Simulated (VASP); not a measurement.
# Zr (P6_3/mmc) in VASP: notebook, part 2 of 2

VASP 6.6.1. Earlier steps stand in the parts before.

**4. Single point, PBE (biaxial strain in the a-b plane: +3.0 %)**

Input file INCAR:

```
PREC = Accurate
ENCUT = 520
EDIFF = 1E-6
ISMEAR = 0
SIGMA = 0.1
LREAL = F
LASPH = T
NELM = 80
ALGO = Normal
ISIF = 2
LWAVE = F
LCHARG = F
GGA = PE
NBANDS = 19
```

Input file KPOINTS:

```
regular mesh
0
Gamma
  15 15 8
```

Input file POSCAR:

```
Zr
1.0
    3.3288475981      0.0000000000      0.0000000000
   -1.6644237990      2.8828665853      0.0000000000
    0.0000000000      0.0000000000      5.0770193905
Zr
2
Direct
    0.3333333333      0.6666666667      0.2500000000
    0.6666666667      0.3333333333      0.7500000000
```

Potentials or basis: VASP PAW PBE potentials, release 64 (Zr_sv).

Launch:

```console
$ cat potpaw_PBE.64/Zr_sv/POTCAR > POTCAR
$ mpirun -np 1 vasp_std > vasp.out
```

OUTCAR:

```text
PREC = Accurate
   ENCUT = 520
   EDIFF = 1E-6
   ISMEAR = 0
   LREAL = F
   LASPH = T
   NELM = 80
   ISIF = 2
   GGA = PE

 ion  position               nearest neighbor table
   1  0.333  0.667  0.250-   2 3.18   2 3.18   2 3.18   2 3.18   2 3.18   2 3.18
   2  0.667  0.333  0.750-   1 3.18   1 3.18   1 3.18   1 3.18   1 3.18   1 3.18

  LATTYP: Found a hexagonal cell.
 ALAT       =     3.3288475981
 C/A-ratio  =     1.5251582540

  Lattice vectors:

 A1 = (   3.3288475981,   0.0000000000,   0.0000000000)
 A2 = (  -1.6644237990,   2.8828665853,   0.0000000000)
 A3 = (   0.0000000000,   0.0000000000,   5.0770193905)

Analysis of symmetry for initial positions (statically):
=====================================================================
 Subroutine PRICEL returns:
 Original cell was already a primitive cell.

 Routine SETGRP: Setting up the symmetry group for a
 hexagonal supercell.

 Subroutine GETGRP returns: Found 24 space group operations
 (whereof 12 operations were pure point group operations)
 out of a pool of 24 trial point group operations.
[... 155 lines left out ...]

 number of electron      24.0000000 magnetization

 Free energy of the ion-electron system (eV)
  ---------------------------------------------------
  ext. energy  EPLUGINS =         0.00000000
  ---------------------------------------------------
  free energy    TOTEN  =       -17.00653650 eV

  energy without entropy =      -16.99701407  energy(sigma->0) =      -17.00177528

 E-fermi :   8.5290     XC(G=0): -10.8770

 val. band max:        8.5245937634   @ k =   0.4000   0.2000   0.5000
 cond. band min:       8.5364271506   @ k =   0.1333   0.0000   0.3750
 fundamental gap:      0.0118333873
 Fermi energy:         8.5290076197

 k-point     1 :       0.0000    0.0000    0.0000
  band No.  band energies     occupation
      1     -40.4522      2.00000
      2     -40.3024      2.00000
      3     -18.9373      2.00000
      4     -18.1831      2.00000
      5     -18.1831      2.00000
      6     -18.0295      2.00000
[... 505 lines left out ...]
      6     -18.4350      2.00000
[... 11 lines left out ...]
     18      13.3892      0.00000
     19      14.2559      0.00000

 [... further k-points ...]
[... 5 lines left out ...]
  --------------------------------------------------------------------------------------
  -------------------------------------------------------------------------------------
  Total       -1.4097618     -1.4097618     -0.1802669     -0.0000000      0.0000000      0.0000000
  in kB      -46.3584639    -46.3584639     -5.9278796     -0.0000000      0.0000000      0.0000000
  external PRESSURE =     -32.8816025 kB  Pullay stress =       0.0000000 kB

 VOLUME and BASIS-vectors are now :
 -----------------------------------------------------------------------------
  energy-cutoff  :      520.00
  volume of cell :       48.72
      direct lattice vectors                 reciprocal lattice vectors
     3.328847598  0.000000000  0.000000000     0.300404260  0.173438480  0.000000000
    -1.664423799  2.882866585  0.000000000     0.000000000  0.346876961  0.000000000
     0.000000000  0.000000000  5.077019391     0.000000000  0.000000000  0.196965960

 POSITION                                       TOTAL-FORCE (eV/Angst)
 -----------------------------------------------------------------------------------
     -0.00000      1.92191      1.26925         0.000000     -0.000000      0.000000
      1.66442      0.96096      3.80776        -0.000000      0.000000      0.000000
 -----------------------------------------------------------------------------------
    total drift:                               -0.000000      0.000000     -0.000000

  FREE ENERGIE OF THE ION-ELECTRON SYSTEM (eV)
  ---------------------------------------------------
  free  energy   TOTEN  =       -17.0065364984 eV

  energy  without entropy=      -16.9970140670  energy(sigma->0) =      -17.00177528
```

stdout:

```text
POSCAR found type information on POSCAR Zr
 POSCAR found :  1 types and       2 ions
 scaLAPACK will be used
 LDA part: xc-table for (Slater+PW92), standard interpolation
 POSCAR, INCAR and KPOINTS ok, starting setup
 FFT: planning ... GRIDC
 FFT: planning ... GRID_SOFT
 FFT: planning ... GRID
 WAVECAR not read
 entering main loop
```

It took 84 s on 1 thread of Intel Xeon 6975P-C, shared host; peak memory 0.25 GiB.

Results:

- Free energy: -17.0065 eV
- Pressure: -3.3 GPa
- Band gap on the k mesh: zero (band 12 reaches 9.38 eV, above the bottom of band 13 at 8.25 eV)

Caveat: the cell differs from its parent crystal (biaxial strain in the a-b plane: +3.0 %).

**5. Single point, PBE (biaxial strain in the a-b plane: +4.5 %, then relaxed in part)**

Input file INCAR:

```
SYSTEM = Zr
PREC = Accurate ; ENCUT = 520
EDIFF = 1E-6 ; ISMEAR = 0
SIGMA = 0.1 ; LREAL = .False.
LASPH = .True. ; NELM = 80
ALGO = Fast ; ISIF = 2
LWAVE = .False. ; LCHARG = .True.
GGA = PE ; LELF = .True.
LVHAR = .True. ; NBANDS = 19
```

Input file KPOINTS:

```
Automatic mesh
0
Gamma
  15 15 8
  0 0 0
```

Input file POSCAR:

```
Zr
1.0
    3.3773259612      0.0000000000      0.0000000000
   -1.6886629806      2.9248500792      0.0000000000
    0.0000000000      0.0000000000      5.0019030014
Zr
2
Direct
    0.3333333333      0.6666666667      0.2500000000
    0.6666666667      0.3333333333      0.7500000000
```

Potentials or basis: VASP PAW PBE potentials, release 64 (Zr_sv).

Launch:

```console
$ cat potpaw_PBE.64/Zr_sv/POTCAR > POTCAR
$ mpirun -np 1 vasp_std > vasp.out
```

OUTCAR:

```text
SYSTEM = Zr
   PREC = Accurate
   ENCUT = 520
   EDIFF = 1E-6
   ISMEAR = 0
   LREAL = .False.
   LASPH = .True.
   NELM = 80
   ISIF = 2
   GGA = PE

 ion  position               nearest neighbor table
   1  0.333  0.667  0.250-   2 3.17   2 3.17   2 3.17   2 3.17   2 3.17   2 3.17
   2  0.667  0.333  0.750-   1 3.17   1 3.17   1 3.17   1 3.17   1 3.17   1 3.17

  LATTYP: Found a hexagonal cell.
 ALAT       =     3.3773259612
 C/A-ratio  =     1.4810246505

  Lattice vectors:

 A1 = (   3.3773259612,   0.0000000000,   0.0000000000)
 A2 = (  -1.6886629806,   2.9248500792,   0.0000000000)
 A3 = (   0.0000000000,   0.0000000000,   5.0019030014)

Analysis of symmetry for initial positions (statically):
=====================================================================
 Subroutine PRICEL returns:
 Original cell was already a primitive cell.

 Routine SETGRP: Setting up the symmetry group for a
 hexagonal supercell.

 Subroutine GETGRP returns: Found 24 space group operations
 (whereof 12 operations were pure point group operations)
 out of a pool of 24 trial point group operations.

The static configuration has the point symmetry D_3d.
 The point group associated with its full space group is D_6h.

Analysis of symmetry for dynamics (positions and initial velocities):
=====================================================================
 Subroutine PRICEL returns:
 Original cell was already a primitive cell.

 Routine SETGRP: Setting up the symmetry group for a
 hexagonal supercell.

 Subroutine GETGRP returns: Found 24 space group operations
 (whereof 12 operations were pure point group operations)
 out of a pool of 24 trial point group operations.

The dynamic configuration has the point symmetry D_3d.
 The point group associated with its full space group is D_6h.

 Subroutine INISYM returns: Found 24 space group operations
 (whereof 12 operations are pure point group operations),
 and found     1 'primitive' translations

[... 107 lines left out ...]
   EMIN   =  10.00;   EMAX   =-10.00  energy-range for DOS
   EFERMI =   0.00;   METHOD = LEGACY
   ISMEAR =     0;   SIGMA  =   0.10  broadening in eV -4-tet -1-fermi 0-gaus
   EFERMI_NEDOS =   21; number of points for ismear=-14 and -15
   IALGO  =     68    algorithm
   IMIX   =      4    mixing-type and parameters
     AMIX     =   0.40;   BMIX     =  1.00
     AMIX_MAG =   1.60;   BMIX_MAG =  1.00
  volume/ion in A,a.u.               =      24.70       166.72
  Fermi-wavevector in a.u.,A,eV,Ry     =   1.286890  2.431869 22.532402  1.656085
  Thomas-Fermi vector in A             =   2.418937
   LORBIT       =      0    0 simple, 1 ext, 2 COOP (PROOUT), +10 PAW based schemes
   GGA     = PE    functional components
   LHFCALC =     F    Hartree Fock is set to
   AEXX    =    0.0000 exact exchange contribution
   IVDW    =     0    specifies the selected vdW correction
   LEPSILON=     F    determine dielectric tensor
   LRPA    =     F    only Hartree local field effects (RPA)
 non-spin polarized calculation
 RMM-DIIS sequential band-by-band and
 Gauss-broadening in eV      SIGMA  =   0.10
  energy-cutoff  :      520.00
  volume of cell :       49.41
 maximum number of plane-waves:      1351
 NGX is ok and might be reduce to    28
   NGX = 13   NGY = 13   NGZ = 19

 number of electron      24.0000000 magnetization

 Free energy of the ion-electron system (eV)
  ---------------------------------------------------
  ext. energy  EPLUGINS =         0.00000000
  ---------------------------------------------------
  free energy    TOTEN  =       -16.95937482 eV

  energy without entropy =      -16.94968669  energy(sigma->0) =      -16.95453075

 E-fermi :   8.3741     XC(G=0): -10.8128

 val. band max:        8.3710117221   @ k =   0.2667   0.2000   0.3750
 cond. band min:       8.3765334794   @ k =   0.1333   0.0000   0.0000
 fundamental gap:      0.0055217573
 Fermi energy:         8.3741327162

 k-point     1 :       0.0000    0.0000    0.0000
  band No.  band energies     occupation
      1     -40.6439      2.00000
      2     -40.4874      2.00000
      3     -19.1281      2.00000
      4     -18.4092      2.00000
      5     -18.4092      2.00000
      6     -18.2395      2.00000
[... 505 lines left out ...]
      6     -18.6270      2.00000
[... 11 lines left out ...]
     18      13.3374      0.00000
     19      13.8353      0.00000

 [... further k-points ...]
[... 5 lines left out ...]
  --------------------------------------------------------------------------------------
  -------------------------------------------------------------------------------------
  Total       -1.9540563     -1.9540563      0.0013921     -0.0000000      0.0000000      0.0000000
  in kB      -63.3630095    -63.3630095      0.0451399     -0.0000000      0.0000000      0.0000000
  external PRESSURE =     -42.2269597 kB  Pullay stress =       0.0000000 kB

 VOLUME and BASIS-vectors are now :
 -----------------------------------------------------------------------------
  energy-cutoff  :      520.00
  volume of cell :       49.41
      direct lattice vectors                 reciprocal lattice vectors
     3.377325961  0.000000000  0.000000000     0.296092237  0.170948933  0.000000000
    -1.688662981  2.924850079  0.000000000     0.000000000  0.341897866  0.000000000
     0.000000000  0.000000000  5.001903001     0.000000000  0.000000000  0.199923909

 POSITION                                       TOTAL-FORCE (eV/Angst)
 -----------------------------------------------------------------------------------
     -0.00000      1.94990      1.25048        -0.000000     -0.000000      0.000000
      1.68866      0.97495      3.75143         0.000000      0.000000      0.000000
 -----------------------------------------------------------------------------------
    total drift:                               -0.000000      0.000000     -0.000000

  FREE ENERGIE OF THE ION-ELECTRON SYSTEM (eV)
  ---------------------------------------------------
  free  energy   TOTEN  =       -16.9593748161 eV

  energy  without entropy=      -16.9496866858  energy(sigma->0) =      -16.95453075
```

Run time: 2.7 min. Hardware: 1 thread of Intel Xeon 6975P-C, shared host; peak memory 0.24 GiB.

Results:

```yaml
Free_energy: -16.9594 eV
Pressure: -4.2 GPa
Band_gap_on_the_k_mesh: zero (band 12 reaches 9.16 eV, above the bottom of band 13 at 8.11 eV)
```

Levels at points of the mesh, in eV from the Fermi level:
| k point | band 10 | band 11 | band 12 | band 13 | band 14 | band 15 |
| --- | --- | --- | --- | --- | --- | --- |
| (0.00, 0.00, 0.00) | -2.87 | 0.69 | 0.69 | 1.49 | 1.49 | 1.52 |
| (0.00, 0.00, 0.50) | -3.76 | 0.33 | 0.33 | 0.46 | 0.46 | 0.46 |

Caveat: the cell differs from its parent crystal (biaxial strain in the a-b plane: +4.5 %, then relaxed in part).

**6. Summary**

```csv
cell,gap on the mesh (eV),pressure (GPa)
"a = 3.232, b = 3.232, c = 5.170 Å, angles 90.0, 90.0, 120.0°, 2 atoms",none,0.0
"a = 3.329, b = 3.329, c = 5.058 Å, angles 90.0, 90.0, 120.0°, 2 atoms",none,-2.9
"a = 3.329, b = 3.329, c = 5.077 Å, angles 90.0, 90.0, 120.0°, 2 atoms",none,-3.3
"a = 3.377, b = 3.377, c = 5.002 Å, angles 90.0, 90.0, 120.0°, 2 atoms",none,-4.2
```

Alike in all rows: task single point; level PBE; potentials or basis VASP PAW PBE potentials, release 64 (Zr_sv); no spin polarisation; k mesh 15 × 15 × 8; cutoff (eV) 520; smearing gaussian 0.1 eV.

Total energies depend on the potentials used, so only differences within one code and one set of settings carry meaning.
